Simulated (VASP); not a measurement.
A run of VASP 6.6.1 is set up as follows.

POSCAR

```
Sr
1.0
    4.3100000000      0.0000000000      0.0000000000
   -2.1550000000      3.7325690000      0.0000000000
    0.0000000000      0.0000000000      7.0500000000
Sr
2
Direct
    0.3333333333      0.6666666667      0.2500000000
    0.6666666667      0.3333333333      0.7500000000
```

The input INCAR.step1:

```
PREC = Accurate
ENCUT = 520
ISMEAR = 1
SIGMA = 0.1
LREAL = F
LASPH = T
NELM = 60
NBANDS = 17
GGA = PE
ALGO = Normal
EDIFF = 1E-4
LWAVE = T
LCHARG = F
```

Contents of INCAR.step2:

```
PREC = Accurate
ENCUT = 520
EDIFF = 1E-7
ISMEAR = 1
SIGMA = 0.1
LREAL = F
LASPH = T
NELM = 60
ALGO = Normal
ISIF = 2
LWAVE = F
LCHARG = F
METAGGA = R2SCAN
LMIXTAU = T
NBANDS = 17
ISTART = 1
```

KPOINTS

```
Automatic mesh
0
Gamma
  8 8 4
```

Potentials or basis: VASP PAW PBE potentials, release 64 (Sr_sv).

Command:

```console
$ cat potpaw_PBE.64/Sr_sv/POTCAR > POTCAR
$ cp INCAR.step1 INCAR
$ mpirun -np 1 vasp_std > vasp.out
$ cp INCAR.step2 INCAR
$ mpirun -np 1 vasp_std > vasp.out
```

(1) What does it give for the band gap on the k mesh?

(2) Estimate the pressure.

Answers

(1) zero (band 10 reaches 1.75 eV, above the bottom of band 11 at 1.42 eV).

(2) 0.2 GPa.

Caveat: the PAW data sets were made with another functional, which shifts forces and pressure a little.
